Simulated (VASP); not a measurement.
The system is Te.

```
Te
1.0
     0.00000    2.43391    2.43391
     2.43391    0.00000    2.43391
     2.43391    2.43391    0.00000
Te
1
Cartesian
  0.0000 0.0000 0.0000
```

* Program: VASP 6.6.1
* Task: relaxation of cell and atoms
* Functional: BLYP
* Potentials or basis: VASP PAW PBE potentials, release 64 (Te)
* Cutoff: 600 eV
* k mesh: 11 × 11 × 11
* Occupations: fermi-dirac, width 0.1 eV
* Spin: no spin polarisation

At the start: pressure 5.1 GPa; volume 28.84 Å³/atom.

Problem. How do energy, volume and symmetry change on relaxing?

Solution. Over 3 steps the energy falls by 45.8 meV/atom and the volume is 32.03 Å³/atom (+11.1 %); space group Fm-3m (No. 225, to 0.05 Å).

Step by step:
| step | energy change (eV) | largest force (eV/Å) | pressure (GPa) | volume (Å³) |
| --- | --- | --- | --- | --- |
| 1 | 0.0000 | 0.0000 | 5.08 | 28.84 |
| 2 | -0.0437 | 0.0000 | -0.83 | 32.83 |
| 3 | -0.0458 | 0.0000 | 0.02 | 32.03 |

Final structure:
```xyz
1
Lattice="0.0000 2.5206 2.5206 2.5206 0.0000 2.5206 2.5206 2.5206 0.0000" Properties=species:S:1:pos:R:3 pbc="T T T"
Te    0.0000    0.0000    0.0000
```

Caveat: the PAW data sets were made with another functional, which shifts forces and pressure a little.
